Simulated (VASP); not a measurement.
Input of a VASP 6.6.1 run:

Contents of INCAR:

```
SYSTEM = MoS2
  ALGO = Normal
  EDIFF = 1E-6
  ENCUT = 500
  GGA = PE
  GGA_COMPAT = .FALSE.
  ISIF = 2
  ISMEAR = 0
  IVDW = 12
  LASPH = .TRUE.
  LCHARG = .FALSE.
  LREAL = .FALSE.
  LWAVE = .FALSE.
  NBANDS = 20
  NELM = 120
  PREC = Accurate
  SIGMA = 0.05
```

KPOINTS

```
k-points
0
G
  12 12 4
  0 0 0
```

File POSCAR:

```
MoS2
1.0
    3.0953451714      0.0000000000      0.0000000000
   -1.5476725857      2.6806475519      0.0000000000
    0.0000000000      0.0000000000      6.8790951089
Mo S
1 2
Direct
    0.0000000000      0.0000000000      0.0000000000
    0.3333333333      0.6666666667      0.2232580192
    0.3333333333      0.6666666667      0.7767419808
```

Potentials or basis: VASP PAW PBE potentials, release 64 (Mo_sv, S).

The run is started by

```sh
$ cat potpaw_PBE.64/Mo_sv/POTCAR potpaw_PBE.64/S/POTCAR > POTCAR
$ mpirun -np 1 vasp_std > vasp.out
```

Problem. Estimate the band gap on the k mesh.

Solution. 1.50 eV, indirect (least direct gap 1.90 eV).

Problem. What does it give for the pressure?

Solution. 7.8 GPa.

Problem. Estimate the dispersion energy per atom.

Solution. -0.401 eV.

Stress tensor (GPa, compression positive):
```
7.73 0.00 0.00
0.00 7.73 0.00
0.00 0.00 7.81
```

Caveat: forces of over 1 eV/Å act on the atoms, so gaps and moduli don't describe the material at rest. A k mesh can miss the band edges.
